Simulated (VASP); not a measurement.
A run of VASP 6.6.1 is set up as follows.

INCAR

```
PREC = Accurate ; ENCUT = 400
EDIFF = 1E-6 ; ISMEAR = -1
SIGMA = 0.05 ; LREAL = Auto
LASPH = True ; NELM = 120
ALGO = Normal ; ISIF = 2
LWAVE = False ; LCHARG = True
GGA = PS ; LELF = True
LVHAR = True ; NBANDS = 164
NELECT = 254.0 ; ISYM = -1
GGA_COMPAT = False
```

File KPOINTS:

```
explicit points
1
Reciprocal
  0.25000000   0.25000000   0.25000000 1
```

The input POSCAR:

```
Na32H31
1.0
    9.5855340000      0.0000000000      0.0000000000
    0.0000000000      9.5855340000      0.0000000000
    0.0000000000      0.0000000000      9.5855340000
H Na
31 32
Direct
    0.2499350000      0.0003500000      0.9995990000
    0.2494620000      0.0002480000      0.4997150000
    0.2497990000      0.4998860000      0.9999080000
    0.7499420000      0.9998870000      0.9998190000
    0.7498020000      0.0001590000      0.4999450000
    0.7498390000      0.5000340000      0.9996590000
    0.7495690000      0.5003900000      0.5000630000
    0.0015030000      0.2518330000      0.9998370000
    0.0052580000      0.2559910000      0.4998270000
    0.0014950000      0.7481940000      0.9997850000
    0.0051660000      0.7444810000      0.4994980000
    0.4979970000      0.2518960000      0.9997530000
    0.4943090000      0.2555280000      0.4996470000
    0.4980640000      0.7483470000      0.9998050000
    0.4941240000      0.7444840000      0.4996230000
    0.0017140000      0.0001950000      0.2516990000
    0.0017640000      0.0001520000      0.7479260000
    0.0054980000      0.5000530000      0.2554860000
    0.0051340000      0.5004410000      0.7442940000
    0.4979750000      0.9999520000      0.2516250000
    0.4979160000      0.0000150000      0.7478700000
    0.4941490000      0.5000270000      0.2552720000
    0.4940560000      0.4998770000      0.7443190000
    0.2496900000      0.2557350000      0.2552610000
    0.2495800000      0.2555820000      0.7444820000
    0.2499200000      0.7445080000      0.2552040000
    0.2501290000      0.7446240000      0.7443630000
    0.7501250000      0.2521900000      0.2518200000
    0.7497480000      0.2519800000      0.7481330000
    0.7497660000      0.7485950000      0.2516970000
    0.7498880000      0.7484830000      0.7480210000
    0.9992850000      0.0002410000      0.9998110000
    0.9966580000      0.0002100000      0.4997290000
    0.9966650000      0.5000180000      0.9999280000
    0.9787370000      0.5001880000      0.4996590000
    0.5004470000      0.0000140000      0.9997410000
    0.5028400000      0.0001410000      0.4997560000
    0.5029410000      0.5001450000      0.9997210000
    0.5204430000      0.4999700000      0.4998230000
    0.2497350000      0.2470600000      0.9997370000
    0.2496060000      0.2294100000      0.4998840000
    0.2498970000      0.7533120000      0.9997000000
    0.2499350000      0.7714120000      0.4998370000
    0.7497380000      0.2493790000      0.9999000000
    0.7497790000      0.2469560000      0.4998930000
    0.7496600000      0.7507590000      0.9998640000
    0.7497160000      0.7533170000      0.4997590000
    0.2498900000      0.0002500000      0.2465060000
    0.2499150000      0.0002040000      0.7530800000
    0.2498460000      0.5000120000      0.2288780000
    0.2496500000      0.5001800000      0.7709140000
    0.7497670000      0.0003510000      0.2491150000
    0.7496440000      0.0000180000      0.7504690000
    0.7497180000      0.5003230000      0.2466850000
    0.7499100000      0.5002430000      0.7528420000
    0.0001780000      0.2504400000      0.2500190000
    0.0000240000      0.2505450000      0.7495710000
    0.0000810000      0.7499320000      0.2501740000
    0.9999740000      0.7499720000      0.7492800000
    0.4994200000      0.2503060000      0.2499380000
    0.4994750000      0.2503730000      0.7496630000
    0.4995950000      0.7497860000      0.2499750000
    0.4995440000      0.7496160000      0.7492680000
```

Potentials or basis: VASP PAW PBE potentials, release 64 (H, Na_pv).

The run is started by

```console
$ cat potpaw_PBE.64/H/POTCAR potpaw_PBE.64/Na_pv/POTCAR > POTCAR
$ mpirun -np 1 vasp_std > vasp.out
```

(1) Estimate the largest force.

Answers

(1) 0.028 eV/Å.

Caveat: the cell carries a net charge on a neutralising background, which shifts energy and pressure; the PAW data sets were made with another functional, which shifts forces and pressure a little.
